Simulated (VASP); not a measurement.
# Ge3N4 (P6_3/m) in VASP: notebook

Ge3N4 is run at these levels: r2SCAN, PBE; tasks: single point.

Program: VASP 6.6.1. These are calculated values, not measurements. Logs are shortened: lines on timing, memory, paths and dates and some standing lists are left out, and cuts for length are marked.

**1. The cell of the first run**

Symmetry: P6_3/m, No. 176, hexagonal system. Conventional cell: a = 7.963 Å, b = 7.963 Å, c = 3.095 Å, α = 90.00°, β = 90.00°, γ = 120.00°. Within 2.4 Å of Ge (site symmetry m) lie 4 N at 1.82 to 1.83 Å. N (site symmetry -6) has 3 Ge at 1.82 Å within 2.4 Å. N (site symmetry m) has 3 Ge at 1.83 Å within 2.4 Å.

**2. Single point, r2SCAN (epitaxial xy strain -1.0%)**

Input file POSCAR:

```
Ge3N4
1.0
    7.9634881689      0.0000000000      0.0000000000
   -3.9817440845      6.8965830570      0.0000000000
    0.0000000000      0.0000000000      3.0947638999
Ge N
6 8
Direct
    0.8306378327      0.2363588403      0.7500000000
    0.5942789924      0.8306378327      0.2500000000
    0.2363588403      0.4057210076      0.2500000000
    0.7636411597      0.5942789924      0.7500000000
    0.4057210076      0.1693621673      0.7500000000
    0.1693621673      0.7636411597      0.2500000000
    0.6666666667      0.3333333333      0.7500000000
    0.3333333333      0.6666666667      0.2500000000
    0.6698799589      0.9727410696      0.7500000000
    0.6971388893      0.6698799589      0.2500000000
    0.9727410696      0.3028611107      0.2500000000
    0.0272589304      0.6971388893      0.7500000000
    0.3301200411      0.0272589304      0.2500000000
    0.3028611107      0.3301200411      0.7500000000
```

Input file INCAR.step1:

```
PREC = Accurate
ENCUT = 660
ISMEAR = 0
SIGMA = 0.01
LREAL = False
LASPH = True
NELM = 120
NBANDS = 75
GGA = PE
ALGO = Normal
EDIFF = 1E-5
LWAVE = True
LCHARG = False
GGA_COMPAT = False
KPAR = 4
```

Input file INCAR.step2:

```
PREC = Accurate
ENCUT = 660
EDIFF = 1E-6
ISMEAR = 0
SIGMA = 0.01
LREAL = False
LASPH = True
NELM = 120
ALGO = Normal
ISIF = 2
LWAVE = False
LCHARG = True
METAGGA = R2SCAN
LMIXTAU = True
LVHAR = True
NBANDS = 75
ISTART = 1
GGA_COMPAT = False
KPAR = 4
```

Input file KPOINTS:

```
regular mesh
0
Gamma
  6 6 8
```

Potentials or basis: VASP PAW PBE potentials, release 64 (Ge_d, N).

Command:

```sh
$ cat potpaw_PBE.64/Ge_d/POTCAR potpaw_PBE.64/N/POTCAR > POTCAR
$ cp INCAR.step1 INCAR
$ mpirun -np 4 vasp_std > vasp.out
$ cp INCAR.step2 INCAR
$ mpirun -np 4 vasp_std > vasp.out
```

OUTCAR:

```text
PREC = Accurate
   ENCUT = 660
   EDIFF = 1E-6
   ISMEAR = 0
   LREAL = False
   LASPH = True
   NELM = 120
   ISIF = 2
   METAGGA = R2SCAN
   ISTART = 1

 ion  position               nearest neighbor table
   1  0.831  0.236  0.750-   7 1.82  11 1.83  11 1.83   9 1.83
   2  0.594  0.831  0.250-   8 1.82   9 1.83   9 1.83  10 1.83
   3  0.236  0.406  0.250-   8 1.82  14 1.83  14 1.83  11 1.83
   4  0.764  0.594  0.750-   7 1.82  10 1.83  10 1.83  12 1.83
   5  0.406  0.169  0.750-   7 1.82  13 1.83  13 1.83  14 1.83
   6  0.169  0.764  0.250-   8 1.82  12 1.83  12 1.83  13 1.83
   7  0.667  0.333  0.750-   1 1.82   5 1.82   4 1.82
   8  0.333  0.667  0.250-   6 1.82   2 1.82   3 1.82
   9  0.670  0.973  0.750-   2 1.83   2 1.83   1 1.83
  10  0.697  0.670  0.250-   4 1.83   4 1.83   2 1.83
  11  0.973  0.303  0.250-   1 1.83   1 1.83   3 1.83
  12  0.027  0.697  0.750-   6 1.83   6 1.83   4 1.83
  13  0.330  0.027  0.250-   5 1.83   5 1.83   6 1.83
  14  0.303  0.330  0.750-   3 1.83   3 1.83   5 1.83

  LATTYP: Found a hexagonal cell.
 ALAT       =     7.9634881689
 C/A-ratio  =     0.3886191370

  Lattice vectors:

 A1 = (   7.9634881689,   0.0000000000,   0.0000000000)
 A2 = (  -3.9817440845,   6.8965830570,   0.0000000000)
 A3 = (   0.0000000000,   0.0000000000,   3.0947638999)

Analysis of symmetry for initial positions (statically):
=====================================================================
 Subroutine PRICEL returns:
 Original cell was already a primitive cell.

 Routine SETGRP: Setting up the symmetry group for a
 hexagonal supercell.

 Subroutine GETGRP returns: Found 12 space group operations
 (whereof  6 operations were pure point group operations)
 out of a pool of 24 trial point group operations.

The static configuration has the point symmetry S_6 .
 The point group associated with its full space group is C_6h.

Analysis of symmetry for dynamics (positions and initial velocities):
=====================================================================
 Subroutine PRICEL returns:
 Original cell was already a primitive cell.

 Routine SETGRP: Setting up the symmetry group for a
 hexagonal supercell.

 Subroutine GETGRP returns: Found 12 space group operations
 (whereof  6 operations were pure point group operations)
 out of a pool of 24 trial point group operations.

The dynamic configuration has the point symmetry S_6 .
 The point group associated with its full space group is C_6h.

 Subroutine INISYM returns: Found 12 space group operations
 (whereof  6 operations are pure point group operations),
 and found     1 'primitive' translations

----------------------------------------------------------------------------------------

                                     Primitive cell

  volume of cell :     169.9671

  direct lattice vectors                    reciprocal lattice vectors
     7.963488169  0.000000000  0.000000000     0.125573113  0.072499671  0.000000000
    -3.981744084  6.896583057  0.000000000     0.000000000  0.144999341  0.000000000
     0.000000000  0.000000000  3.094763900     0.000000000  0.000000000  0.323126427

  length of vectors
     7.963488169  7.963488169  3.094763900     0.144999341  0.144999341  0.323126427

  position of ions in fractional coordinates (direct lattice)
     0.830637833  0.236358840  0.750000000
     0.594278992  0.830637833  0.250000000
     0.236358840  0.405721008  0.250000000
     0.763641160  0.594278992  0.750000000
     0.405721008  0.169362167  0.750000000
     0.169362167  0.763641160  0.250000000
     0.666666667  0.333333333  0.750000000
     0.333333333  0.666666667  0.250000000
     0.669879959  0.972741070  0.750000000
     0.697138889  0.669879959  0.250000000
     0.972741070  0.302861111  0.250000000
     0.027258930  0.697138889  0.750000000
     0.330120041  0.027258930  0.250000000
     0.302861111  0.330120041  0.750000000

  ion indices of the primitive-cell ions
   primitive index   ion index
                 1           1
                 2           2
                 3           3
                 4           4
                 5           5
                 6           6
                 7           7
                 8           8
                 9           9
                10          10
                11          11
                12          12
                13          13
                14          14

----------------------------------------------------------------------------------------

 KPOINTS: regular mesh

Automatic generation of k-mesh.
 Grid dimensions read from file:
 generate k-points for:    6    6    8

 Generating k-lattice:

  Cartesian coordinates                     Fractional coordinates (reciprocal lattice)
     0.020928852  0.012083278  0.000000000     0.166666667  0.000000000  0.000000000
     0.000000000  0.024166557  0.000000000     0.000000000  0.166666667  0.000000000
     0.000000000  0.000000000  0.040390803     0.000000000  0.000000000  0.125000000

  Length of vectors
     0.024166557  0.024166557  0.040390803

  Shift w.r.t. Gamma in fractional coordinates (k-lattice)
     0.000000000  0.000000000  0.000000000

 Subroutine IBZKPT returns following result:
 ===========================================

 Found     40 irreducible k-points:

 Following reciprocal coordinates:
            Coordinates               Weight
  0.000000  0.000000  0.000000      1.000000
  0.166667  0.000000  0.000000      6.000000
  0.333333  0.000000  0.000000      6.000000
  0.500000  0.000000  0.000000      3.000000
  0.166667  0.166667  0.000000      6.000000
  0.333333  0.166667  0.000000      6.000000
[... 16 lines left out ...]
 -0.333333  0.500000 -0.250000     12.000000
  0.333333  0.333333  0.250000      4.000000
 [... further k-points ...]
   k-points           NKPTS =     40   k-points in BZ     NKDIM =     40   number of bands    NBANDS=     75
   number of dos      NEDOS =    301   number of ions     NIONS =     14
   total plane-waves  NPLWV = 137200
   dimension x,y,z NGX =    70 NGY =   70 NGZ =   28
   dimension x,y,z NGXF=   140 NGYF=  140 NGZF=   56
   ions per type =               6   8
   NGX,Y,Z   is equivalent  to a cutoff of  14.61, 14.61, 15.04 a.u.
   NGXF,Y,Z  is equivalent  to a cutoff of  29.23, 29.23, 30.08 a.u.
 SYSTEM =  unknown system
   PREC   = accura    normal or accurate (medium, high low for compatibility)
   ISTART =      1    job   : 0-new  1-cont  2-samecut
   ICHARG =      0    charge: 1-file 2-atom 10-const
   ISPIN  =      1    spin polarized calculation?
   LNONCOLLINEAR =      F non collinear calculations
   LSORBIT =      F    spin-orbit coupling
   LASPH  =      T    aspherical Exc in radial PAW
   ENCUT  =  660.0 eV  48.51 Ry    6.96 a.u.  16.68 16.68  6.48*2*pi/ulx,y,z
   NELM   =    120;   NELMIN=  2; NELMDL=  0     # of ELM steps
   EDIFF  = 0.1E-05   stopping-criterion for ELM
   LREAL  =      F    real-space projection
   EDIFFG = 0.1E-04   stopping-criterion for IOM
   NSW    =      0    number of steps for IOM
   IBRION =     -1    ionic relax: 0-MD 1-quasi-New 2-CG
   NFREE  =      0    steps in history (QN), initial steepest desc. (CG)
   ISIF   =      2    stress and relaxation
   ISYM   =      2    0-nonsym 1-usesym 2-fastsym
   POTIM  = 0.5000    time-step for ionic-motion
   TEBEG  =    0.0;   TEEND  =   0.0 temperature during run
   PSTRESS=    0.0 pullay stress
   NELECT =     124.0000    total number of electrons
   NUPDOWN=      -1.0000    fix difference up-down
   EMIN   =  10.00;   EMAX   =-10.00  energy-range for DOS
   EFERMI =   0.00;   METHOD = LEGACY
   ISMEAR =     0;   SIGMA  =   0.01  broadening in eV -4-tet -1-fermi 0-gaus
   EFERMI_NEDOS =   21; number of points for ismear=-14 and -15
   IALGO  =     38    algorithm
   IMIX   =      4    mixing-type and parameters
     AMIX     =   0.40;   BMIX     =  1.00
     AMIX_MAG =   1.60;   BMIX_MAG =  1.00
  volume/ion in A,a.u.               =      12.14        81.93
  Fermi-wavevector in a.u.,A,eV,Ry     =   1.473761  2.785005 29.551474  2.171972
  Thomas-Fermi vector in A             =   2.588615
   LORBIT       =      0    0 simple, 1 ext, 2 COOP (PROOUT), +10 PAW based schemes
   METAGGA = R2SCAN    functional components
   LHFCALC =     F    Hartree Fock is set to
   AEXX    =    0.0000 exact exchange contribution
   IVDW    =     0    specifies the selected vdW correction
   LEPSILON=     F    determine dielectric tensor
   LRPA    =     F    only Hartree local field effects (RPA)
 non-spin polarized calculation
 Gauss-broadening in eV      SIGMA  =   0.01
  energy-cutoff  :      660.00
  volume of cell :      169.97
 maximum number of plane-waves:      6577
 NGX is ok and might be reduce to    70
   NGX = 33   NGY = 33   NGZ = 13

 number of electron     123.9999994 magnetization

 Free energy of the ion-electron system (eV)
  ---------------------------------------------------
  ext. energy  EPLUGINS =         0.00000000
  ---------------------------------------------------
  free energy    TOTEN  =      -158.88954799 eV

  energy without entropy =     -158.88954799  energy(sigma->0) =     -158.88954799

 E-fermi :   4.9985     XC(G=0): -11.8618

 val. band max:        4.9009552006   @ k =   0.0000   0.0000   0.1250
 cond. band min:       7.7417762250   @ k =   0.0000   0.0000   0.0000
 fundamental gap:      2.8408210244
 Fermi energy:         4.9984604212

 k-point     1 :       0.0000    0.0000    0.0000
  band No.  band energies     occupation
      1     -20.1612      2.00000
      2     -20.1359      2.00000
      3     -20.1293      2.00000
      4     -20.1293      2.00000
      5     -20.0908      2.00000
      6     -20.0746      2.00000
[... 66 lines left out ...]
     73      13.3564      0.00000
     74      14.1891      0.00000
[... 1769 lines left out ...]
     73      13.0347      0.00000
     74      13.0347      0.00000

 [... further k-points ...]

 [bands above 74 left out]

------------------------ aborting loop because EDIFF is reached ----------------------------------------

  FORCE on cell =-STRESS in cart. coord.  units (eV):
  Direction    XX          YY          ZZ          XY          YZ          ZX
  --------------------------------------------------------------------------------------
  -------------------------------------------------------------------------------------
  Total        5.4371346      5.4371346      0.7571518      0.0000213      0.0000000      0.0000000
  in kB       51.2525921     51.2525921      7.1372137      0.0002005      0.0000000      0.0000000
  external PRESSURE =      36.5474659 kB  Pullay stress =       0.0000000 kB

 VOLUME and BASIS-vectors are now :
 -----------------------------------------------------------------------------
  energy-cutoff  :      660.00
  volume of cell :      169.97
      direct lattice vectors                 reciprocal lattice vectors
     7.963488169  0.000000000  0.000000000     0.125573113  0.072499671  0.000000000
    -3.981744084  6.896583057  0.000000000     0.000000000  0.144999341  0.000000000
     0.000000000  0.000000000  3.094763900     0.000000000  0.000000000  0.323126427

 POSITION                                       TOTAL-FORCE (eV/Angst)
 -----------------------------------------------------------------------------------
      5.67365      1.63007      2.32107        -0.002540      0.004582     -0.000000
      1.42515      5.72856      0.77369        -0.005239      0.000091     -0.000000
      0.26676      2.79809      0.77369         0.002698      0.004491     -0.000000
      3.71498      4.09849      2.32107        -0.002698     -0.004491     -0.000000
      2.55660      1.16802      2.32107         0.005239     -0.000091     -0.000000
     -1.69191      5.26651      0.77369         0.002540     -0.004582     -0.000000
      3.98174      2.29886      2.32107        -0.000000     -0.000000      0.000000
     -0.00000      4.59772      0.77369        -0.000000     -0.000000      0.000000
      1.46138      6.70859      2.32107         0.000226      0.008040     -0.000000
      2.88437      4.61988      0.77369        -0.006850      0.004216     -0.000000
      6.54050      2.08871      0.77369         0.007076      0.003824     -0.000000
     -2.55875      4.80788      2.32107        -0.007076     -0.003824     -0.000000
      2.52037      0.18799      0.77369        -0.000226     -0.008040      0.000000
      1.09738      2.27670      2.32107         0.006850     -0.004216     -0.000000
 -----------------------------------------------------------------------------------
    total drift:                                0.000000      0.000000     -0.000000

  FREE ENERGIE OF THE ION-ELECTRON SYSTEM (eV)
  ---------------------------------------------------
  free  energy   TOTEN  =      -158.8895479886 eV

  energy  without entropy=     -158.8895479886  energy(sigma->0) =     -158.88954799
```

Run time: 14 min. Hardware: 4 MPI ranks of Intel Xeon Platinum 8259CL at 2.50GHz (Skylake/Cascade Lake), shared host; peak memory 0.73 GiB.

Results:

```yaml
Free_energy: -158.8895 eV
Pressure: 3.7 GPa
Largest_force: 0.008 eV/Å
Band_gap_on_the_k_mesh: 2.84 eV
```

Forces on the atoms (eV/Å):
```
Ge  -0.003  0.005  0.000
Ge  -0.005  0.000  0.000
Ge   0.003  0.004  0.000
Ge  -0.003 -0.004  0.000
Ge   0.005  0.000  0.000
Ge   0.003 -0.005  0.000
N    0.000  0.000  0.000
N    0.000  0.000  0.000
N    0.000  0.008  0.000
N   -0.007  0.004  0.000
N    0.007  0.004  0.000
N   -0.007 -0.004  0.000
N    0.000 -0.008  0.000
N    0.007 -0.004  0.000
```

Caveat: the cell differs from its parent crystal (epitaxial xy strain -1.0%); the cell stands under pressure; the PAW data sets were made with another functional, which shifts forces and pressure a little.

**3. Single point, PBE (epitaxial xy strain -1.0%)**

Input file INCAR:

```
PREC = Accurate ; ENCUT = 600
EDIFF = 1E-6 ; ISMEAR = -1
SIGMA = 0.02 ; LREAL = F
LASPH = T ; NELM = 120
ALGO = Normal ; ISIF = 2
LWAVE = F ; LCHARG = T
GGA = PE ; LELF = T
LVHAR = T ; NBANDS = 75
GGA_COMPAT = F
```

Input file KPOINTS:

```
Automatic mesh
0
Gamma
  6 6 8
```

POSCAR is that of step 2.

Potentials or basis: VASP PAW PBE potentials, release 64 (Ge_d, N).

Command:

```sh
$ cat potpaw_PBE.64/Ge_d/POTCAR potpaw_PBE.64/N/POTCAR > POTCAR
$ mpirun -np 1 vasp_std > vasp.out
```

Run time: 6.9 min. Hardware: 1 thread of Intel Xeon Platinum 8559C (Emerald Rapids), shared host; peak memory 0.6 GiB.

It converged, with:

```
Free energy            : -94.0612 eV
Pressure               : 8.7 GPa
Largest force          : 0.067 eV/Å
Band gap on the k mesh : 2.40 eV
```

Forces in eV/Å, atoms in the order of the input:
```
Ge   0.051  0.044  0.000
Ge  -0.012  0.066  0.000
Ge   0.064 -0.022  0.000
Ge  -0.064  0.022  0.000
Ge   0.012 -0.066  0.000
Ge  -0.051 -0.044  0.000
N    0.000  0.000  0.000
N    0.000  0.000  0.000
N   -0.007  0.030  0.000
N   -0.029  0.009  0.000
N    0.022  0.021  0.000
N   -0.022 -0.021  0.000
N    0.007 -0.030  0.000
N    0.029 -0.009  0.000
```

Stress tensor (GPa, compression positive):
```
9.90 0.00 0.00
0.00 9.90 0.00
0.00 0.00 6.18
```

Levels at points of the mesh, in eV from the valence-band top:
| k point | band 60 | band 61 | band 62 | band 63 | band 64 | band 65 |
| --- | --- | --- | --- | --- | --- | --- |
| (0.00, 0.00, 0.00) | -0.39 | -0.24 | 0.00 | 2.40 | 3.57 | 3.61 |
| (0.50, 0.00, 0.00) | -0.45 | -0.12 | -0.05 | 3.35 | 3.60 | 3.84 |
| (0.00, 0.00, 0.50) | -1.19 | -1.19 | -1.19 | 4.60 | 4.60 | 4.60 |
| (0.50, 0.00, 0.50) | -1.12 | -0.85 | -0.85 | 4.21 | 4.21 | 5.29 |

Caveat: the cell differs from its parent crystal (epitaxial xy strain -1.0%); the cell stands under pressure.

(Continued in part 2 of 2.)
